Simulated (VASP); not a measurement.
# GaN (F-43m) in VASP: a series of runs

Aim: see how the results for GaN move with the level of theory and the settings. Levels: PBE, LDA. Tasks: single point.

Program: VASP 6.6.1. These are calculated values, not measurements. Logs are shortened: lines on timing, memory, paths and dates and some standing lists are left out, and cuts for length are marked.

**1. The cell of the first run**

It takes space group F-43m (No. 216, cubic). The conventional cell has a = 4.498 Å, b = 4.498 Å, c = 4.498 Å, α = 90.00°, β = 90.00°, γ = 90.00°. Within 2.6 Å of Ga (site symmetry -43m) lie 4 N at 1.95 Å. Within 2.6 Å of N (site symmetry -43m) lie 4 Ga at 1.95 Å.

**2. Single point, PBE**

File INCAR:

```
ALGO = Normal ; EDIFF = 1E-6
ENCUT = 520 ; GGA = PE
ISIF = 2 ; ISMEAR = 0
LASPH = True ; LCHARG = True
LELF = True ; LREAL = False
LVHAR = True ; LWAVE = False
NBANDS = 16 ; NELM = 60
PREC = Accurate ; SIGMA = 0.01
```

File KPOINTS:

```
k-points
0
Gamma
  6 6 6
```

File POSCAR:

```
GaN
1.0
    0.0000000000      2.2489526310      2.2489526310
    2.2489526310      0.0000000000      2.2489526310
    2.2489526310      2.2489526310      0.0000000000
Ga N
1 1
Direct
    0.0000000000      0.0000000000      0.0000000000
    0.7500000000      0.7500000000      0.7500000000
```

Potentials or basis: VASP PAW PBE potentials, release 64 (Ga_d, N).

Launch:

```
$ cat potpaw_PBE.64/Ga_d/POTCAR potpaw_PBE.64/N/POTCAR > POTCAR
$ mpirun -np 1 vasp_std > vasp.out
```

OUTCAR:

```text
EDIFF = 1E-6
   ENCUT = 520
   GGA = PE
   ISIF = 2
   ISMEAR = 0
   LASPH = True
   LREAL = False
   NELM = 60
   PREC = Accurate

 ion  position               nearest neighbor table
   1  0.000  0.000  0.000-   2 1.95   2 1.95   2 1.95   2 1.95
   2  0.750  0.750  0.750-   1 1.95   1 1.95   1 1.95   1 1.95

  LATTYP: Found a face centered cubic cell.
 ALAT       =     4.4979052620

  Lattice vectors:

 A1 = (   0.0000000000,   2.2489526310,   2.2489526310)
 A2 = (   2.2489526310,   0.0000000000,   2.2489526310)
 A3 = (   2.2489526310,   2.2489526310,   0.0000000000)

Analysis of symmetry for initial positions (statically):
=====================================================================
 Subroutine PRICEL returns:
 Original cell was already a primitive cell.

 Routine SETGRP: Setting up the symmetry group for a
 face centered cubic supercell.

 Subroutine GETGRP returns: Found 24 space group operations
 (whereof 24 operations were pure point group operations)
 out of a pool of 48 trial point group operations.

The static configuration has the point symmetry T_d .

Analysis of symmetry for dynamics (positions and initial velocities):
=====================================================================
 Subroutine PRICEL returns:
 Original cell was already a primitive cell.

 Routine SETGRP: Setting up the symmetry group for a
 face centered cubic supercell.

 Subroutine GETGRP returns: Found 24 space group operations
 (whereof 24 operations were pure point group operations)
 out of a pool of 48 trial point group operations.

The dynamic configuration has the point symmetry T_d .

 Subroutine INISYM returns: Found 24 space group operations
 (whereof 24 operations are pure point group operations),
 and found     1 'primitive' translations

----------------------------------------------------------------------------------------

                                     Primitive cell

  volume of cell :      22.7495

  direct lattice vectors                    reciprocal lattice vectors
     0.000000000  2.248952631  2.248952631    -0.222325714  0.222325714  0.222325714
     2.248952631  0.000000000  2.248952631     0.222325714 -0.222325714  0.222325714
     2.248952631  2.248952631  0.000000000     0.222325714  0.222325714 -0.222325714

  length of vectors
     3.180499312  3.180499312  3.180499312     0.385079433  0.385079433  0.385079433

  position of ions in fractional coordinates (direct lattice)
     0.000000000  0.000000000  0.000000000
     0.750000000  0.750000000  0.750000000

  ion indices of the primitive-cell ions
   primitive index   ion index
                 1           1
                 2           2

----------------------------------------------------------------------------------------

 KPOINTS: k-points

Automatic generation of k-mesh.
 Grid dimensions read from file:
 generate k-points for:    6    6    6

 Generating k-lattice:

  Cartesian coordinates                     Fractional coordinates (reciprocal lattice)
    -0.037054286  0.037054286  0.037054286     0.166666667  0.000000000  0.000000000
     0.037054286 -0.037054286  0.037054286     0.000000000  0.166666667  0.000000000
     0.037054286  0.037054286 -0.037054286     0.000000000  0.000000000  0.166666667

  Length of vectors
     0.064179905  0.064179905  0.064179905

  Shift w.r.t. Gamma in fractional coordinates (k-lattice)
     0.000000000  0.000000000  0.000000000

 Subroutine IBZKPT returns following result:
 ===========================================

 Found     16 irreducible k-points:

 Following reciprocal coordinates:
            Coordinates               Weight
  0.000000  0.000000  0.000000      1.000000
  0.166667  0.000000  0.000000      8.000000
  0.333333  0.000000  0.000000      8.000000
  0.500000  0.000000  0.000000      4.000000
  0.166667  0.166667  0.000000      6.000000
  0.333333  0.166667  0.000000     24.000000
[... 8 lines left out ...]
 -0.333333  0.333333  0.166667     24.000000
 -0.333333  0.500000  0.166667     12.000000
   k-points           NKPTS =     16   k-points in BZ     NKDIM =     16   number of bands    NBANDS=     16
   number of dos      NEDOS =    301   number of ions     NIONS =      2
   total plane-waves  NPLWV =  13824
   dimension x,y,z NGX =    24 NGY =   24 NGZ =   24
   dimension x,y,z NGXF=    48 NGYF=   48 NGZF=   48
   ions per type =               1   1
   NGX,Y,Z   is equivalent  to a cutoff of  12.54, 12.54, 12.54 a.u.
   NGXF,Y,Z  is equivalent  to a cutoff of  25.09, 25.09, 25.09 a.u.
 SYSTEM =  unknown system
   PREC   = accura    normal or accurate (medium, high low for compatibility)
   ISTART =      0    job   : 0-new  1-cont  2-samecut
   ICHARG =      2    charge: 1-file 2-atom 10-const
   ISPIN  =      1    spin polarized calculation?
   LNONCOLLINEAR =      F non collinear calculations
   LSORBIT =      F    spin-orbit coupling
   LASPH  =      T    aspherical Exc in radial PAW
   ENCUT  =  520.0 eV  38.22 Ry    6.18 a.u.   5.91  5.91  5.91*2*pi/ulx,y,z
   NELM   =     60;   NELMIN=  2; NELMDL= -5     # of ELM steps
   EDIFF  = 0.1E-05   stopping-criterion for ELM
   LREAL  =      F    real-space projection
   EDIFFG = 0.1E-04   stopping-criterion for IOM
   NSW    =      0    number of steps for IOM
   IBRION =     -1    ionic relax: 0-MD 1-quasi-New 2-CG
   NFREE  =      0    steps in history (QN), initial steepest desc. (CG)
   ISIF   =      2    stress and relaxation
   ISYM   =      2    0-nonsym 1-usesym 2-fastsym
   POTIM  = 0.5000    time-step for ionic-motion
   TEBEG  =    0.0;   TEEND  =   0.0 temperature during run
   PSTRESS=    0.0 pullay stress
   NELECT =      18.0000    total number of electrons
   NUPDOWN=      -1.0000    fix difference up-down
   EMIN   =  10.00;   EMAX   =-10.00  energy-range for DOS
   EFERMI =   0.00;   METHOD = LEGACY
   ISMEAR =     0;   SIGMA  =   0.01  broadening in eV -4-tet -1-fermi 0-gaus
   EFERMI_NEDOS =   21; number of points for ismear=-14 and -15
   IALGO  =     38    algorithm
   IMIX   =      4    mixing-type and parameters
     AMIX     =   0.40;   BMIX     =  1.00
     AMIX_MAG =   1.60;   BMIX_MAG =  1.00
  volume/ion in A,a.u.               =      11.37        76.76
  Fermi-wavevector in a.u.,A,eV,Ry     =   1.514173  2.861371 31.194328  2.292718
  Thomas-Fermi vector in A             =   2.623866
   LORBIT       =      0    0 simple, 1 ext, 2 COOP (PROOUT), +10 PAW based schemes
   GGA     = PE    functional components
   LHFCALC =     F    Hartree Fock is set to
   AEXX    =    0.0000 exact exchange contribution
   IVDW    =     0    specifies the selected vdW correction
   LEPSILON=     F    determine dielectric tensor
   LRPA    =     F    only Hartree local field effects (RPA)
 non-spin polarized calculation
 Gauss-broadening in eV      SIGMA  =   0.01
  energy-cutoff  :      520.00
  volume of cell :       22.75
 maximum number of plane-waves:       624
   NGX = 11   NGY = 11   NGZ = 11

 number of electron      18.0000009 magnetization

 Free energy of the ion-electron system (eV)
  ---------------------------------------------------
  ext. energy  EPLUGINS =         0.00000000
  ---------------------------------------------------
  free energy    TOTEN  =       -12.13378253 eV

  energy without entropy =      -12.13378253  energy(sigma->0) =      -12.13378253

 E-fermi :   5.4067     XC(G=0): -11.6982

 val. band max:        5.3522813963   @ k =   0.0000   0.0000   0.0000
 cond. band min:       7.1138478982   @ k =   0.0000   0.0000   0.0000
 fundamental gap:      1.7615665019
 Fermi energy:         5.4067023402

 k-point     1 :       0.0000    0.0000    0.0000
  band No.  band energies     occupation
      1     -10.6346      2.00000
      2      -8.0992      2.00000
      3      -8.0992      2.00000
      4      -8.0992      2.00000
      5      -7.7735      2.00000
      6      -7.7735      2.00000
[... 8 lines left out ...]
     15      24.2498      0.00000
     16      24.2499      0.00000

 k-point     2 :       0.1667    0.0000    0.0000
  band No.  band energies     occupation
      1     -10.3466      2.00000
      2      -8.0647      2.00000
      3      -8.0647      2.00000
      4      -7.9730      2.00000
      5      -7.7750      2.00000
      6      -7.7749      2.00000
[... 8 lines left out ...]
     15      22.3014      0.00000
     16      22.3014      0.00000

 k-point     3 :       0.3333    0.0000    0.0000
  band No.  band energies     occupation
      1      -9.8644      2.00000
      2      -8.0188      2.00000
      3      -8.0188      2.00000
      4      -7.7524      2.00000
      5      -7.7523      2.00000
      6      -7.3114      2.00000
[... 8 lines left out ...]
     15      23.0724      0.00000
     16      23.0724      0.00000

 k-point     4 :       0.5000    0.0000    0.0000
  band No.  band energies     occupation
      1      -9.7070      2.00000
      2      -8.0100      2.00000
      3      -8.0100      2.00000
      4      -7.7256      2.00000
      5      -7.7256      2.00000
      6      -6.5273      2.00000
[... 8 lines left out ...]
     15      25.0859      0.00000
     16      25.0859      0.00000

 k-point     5 :       0.1667    0.1667    0.0000
  band No.  band energies     occupation
      1     -10.2548      2.00000
      2      -8.0291      2.00000
      3      -8.0291      2.00000
      4      -7.9913      2.00000
      5      -7.7838      2.00000
      6      -7.7540      2.00000
[... 8 lines left out ...]
     15      25.9826      0.00000
     16      26.1669      0.00000

 k-point     6 :       0.3333    0.1667    0.0000
  band No.  band energies     occupation
      1      -9.8568      2.00000
      2      -8.0005      2.00000
      3      -7.9683      2.00000
      4      -7.8610      2.00000
      5      -7.7325      2.00000
      6      -7.4074      2.00000
[... 8 lines left out ...]
     15      24.9127      0.00000
     16      25.4385      0.00000

 k-point     7 :       0.5000    0.1667    0.0000
  band No.  band energies     occupation
      1      -9.6499      2.00000
      2      -8.0008      2.00000
      3      -7.9532      2.00000
      4      -7.7946      2.00000
      5      -7.7229      2.00000
      6      -6.4531      2.00000
[... 8 lines left out ...]
     15      24.8089      0.00000
     16      25.7519      0.00000

 k-point     8 :      -0.3333    0.1667    0.0000
  band No.  band energies     occupation
      1      -9.6928      2.00000
      2      -8.0028      2.00000
      3      -7.9673      2.00000
      4      -7.7687      2.00000
      5      -7.7671      2.00000
      6      -6.7260      2.00000
[... 8 lines left out ...]
     15      22.6030      0.00000
     16      25.3229      0.00000

 k-point     9 :      -0.1667    0.1667    0.0000
  band No.  band energies     occupation
      1     -10.0016      2.00000
      2      -8.0216      2.00000
      3      -8.0201      2.00000
      4      -7.8062      2.00000
      5      -7.7956      2.00000
      6      -7.5999      2.00000
[... 8 lines left out ...]
     15      22.2772      0.00000
     16      25.3791      0.00000

 k-point    10 :       0.3333    0.3333    0.0000
  band No.  band energies     occupation
      1      -9.6791      2.00000
      2      -7.9655      2.00000
      3      -7.8750      2.00000
      4      -7.8750      2.00000
      5      -7.7149      2.00000
      6      -7.0725      2.00000
[... 8 lines left out ...]
     15      27.8824      0.00000
     16      27.9250      0.00000

 k-point    11 :       0.5000    0.3333    0.0000
  band No.  band energies     occupation
      1      -9.5611      2.00000
      2      -7.9810      2.00000
      3      -7.8452      2.00000
      4      -7.8395      2.00000
      5      -7.7116      2.00000
      6      -6.2561      2.00000
[... 8 lines left out ...]
     15      27.9034      0.00000
     16      27.9713      0.00000

 k-point    12 :      -0.3333    0.3333    0.0000
  band No.  band energies     occupation
      1      -9.5646      2.00000
      2      -7.9866      2.00000
      3      -7.8721      2.00000
      4      -7.8198      2.00000
      5      -7.7549      2.00000
      6      -6.0321      2.00000
[... 8 lines left out ...]
     15      24.3480      0.00000
     16      28.3182      0.00000

 k-point    13 :       0.5000    0.5000    0.0000
  band No.  band energies     occupation
      1      -9.5309      2.00000
      2      -8.0141      2.00000
      3      -7.7899      2.00000
      4      -7.7899      2.00000
      5      -7.6953      2.00000
      6      -6.1044      2.00000
[... 8 lines left out ...]
     15      27.2264      0.00000
     16      30.0191      0.00000

 k-point    14 :       0.5000    0.3333    0.1667
  band No.  band energies     occupation
      1      -9.6385      2.00000
      2      -7.9619      2.00000
      3      -7.9407      2.00000
      4      -7.8333      2.00000
      5      -7.7362      2.00000
      6      -6.6582      2.00000
[... 8 lines left out ...]
     15      25.3062      0.00000
     16      27.8523      0.00000

 k-point    15 :      -0.3333    0.3333    0.1667
  band No.  band energies     occupation
      1      -9.5645      2.00000
      2      -7.9762      2.00000
      3      -7.9093      2.00000
      4      -7.7971      2.00000
      5      -7.7501      2.00000
      6      -6.0302      2.00000
[... 8 lines left out ...]
     15      24.2917      0.00000
     16      28.2586      0.00000

 k-point    16 :      -0.3333    0.5000    0.1667
  band No.  band energies     occupation
      1      -9.5294      2.00000
      2      -7.9672      2.00000
      3      -7.8918      2.00000
      4      -7.7820      2.00000
      5      -7.7332      2.00000
      6      -5.8836      2.00000
[... 8 lines left out ...]
     15      26.0798      0.00000
     16      28.4746      0.00000

------------------------ aborting loop because EDIFF is reached ----------------------------------------

  FORCE on cell =-STRESS in cart. coord.  units (eV):
  Direction    XX          YY          ZZ          XY          YZ          ZX
  --------------------------------------------------------------------------------------
  -------------------------------------------------------------------------------------
  Total        0.8854184      0.8854184      0.8854184      0.0000000      0.0000000     -0.0000000
  in kB       62.3574283     62.3574283     62.3574283      0.0000000      0.0000000     -0.0000000
  external PRESSURE =      62.3574283 kB  Pullay stress =       0.0000000 kB

 VOLUME and BASIS-vectors are now :
 -----------------------------------------------------------------------------
  energy-cutoff  :      520.00
  volume of cell :       22.75
      direct lattice vectors                 reciprocal lattice vectors
     0.000000000  2.248952631  2.248952631    -0.222325714  0.222325714  0.222325714
     2.248952631  0.000000000  2.248952631     0.222325714 -0.222325714  0.222325714
     2.248952631  2.248952631  0.000000000     0.222325714  0.222325714 -0.222325714

 POSITION                                       TOTAL-FORCE (eV/Angst)
 -----------------------------------------------------------------------------------
      0.00000      0.00000      0.00000        -0.000000     -0.000000     -0.000000
      3.37343      3.37343      3.37343         0.000000      0.000000      0.000000
 -----------------------------------------------------------------------------------
    total drift:                               -0.000002     -0.000002     -0.000002

  FREE ENERGIE OF THE ION-ELECTRON SYSTEM (eV)
  ---------------------------------------------------
  free  energy   TOTEN  =       -12.1337825277 eV

  energy  without entropy=      -12.1337825277  energy(sigma->0) =      -12.13378253
```

Run time: 12 s. Hardware: 1 thread of Intel Xeon Platinum 8375C at 2.90GHz (Ice Lake), shared host; peak memory 0.13 GiB.

What came out:

```
Free energy            : -12.1338 eV
Pressure               : 6.2 GPa
Band gap on the k mesh : 1.76 eV
```

Caveat: the cell stands under pressure.

**3. Single point, PBE**

File INCAR:

```
SYSTEM = GaN
  ALGO = Normal
  EDIFF = 1E-6
  ENCUT = 520
  GGA = PE
  ISIF = 2
  ISMEAR = 0
  LASPH = .True.
  LCHARG = .False.
  LREAL = .False.
  LWAVE = .False.
  NBANDS = 16
  NELM = 100
  PREC = Accurate
  SIGMA = 0.01
```

File KPOINTS:

```
k-points
0
Gamma
  6 6 6
  0 0 0
```

POSCAR is that of step 2.

Potentials or basis: VASP PAW PBE potentials, release 64 (Ga_d, N).

Launch:

```
$ cat potpaw_PBE.64/Ga_d/POTCAR potpaw_PBE.64/N/POTCAR > POTCAR
$ mpirun -np 1 vasp_std > vasp.out
```

It took 9.7 s on 1 thread of Intel Xeon Platinum 8375C at 2.90GHz (Ice Lake), shared host; peak memory 0.13 GiB.

The run converged. Its results:

| Item | Value |
| --- | --- |
| Free energy | -12.1338 eV |
| Pressure | 6.2 GPa |
| Band gap on the k mesh | 1.76 eV |

Levels at points of the mesh, in eV from the valence-band top:
```tsv
k point	band 7	band 8	band 9	band 10	band 11	band 12
(0.00, 0.00, 0.00)	0.00	0.00	0.00	1.76	10.34	10.34
(0.50, 0.00, 0.00)	-7.08	-0.98	-0.98	4.68	8.76	10.39
(0.50, 0.50, 0.00)	-6.15	-2.72	-2.72	3.35	6.70	11.75
```

Caveat: the cell stands under pressure.

(Continued in part 2 of 2.)
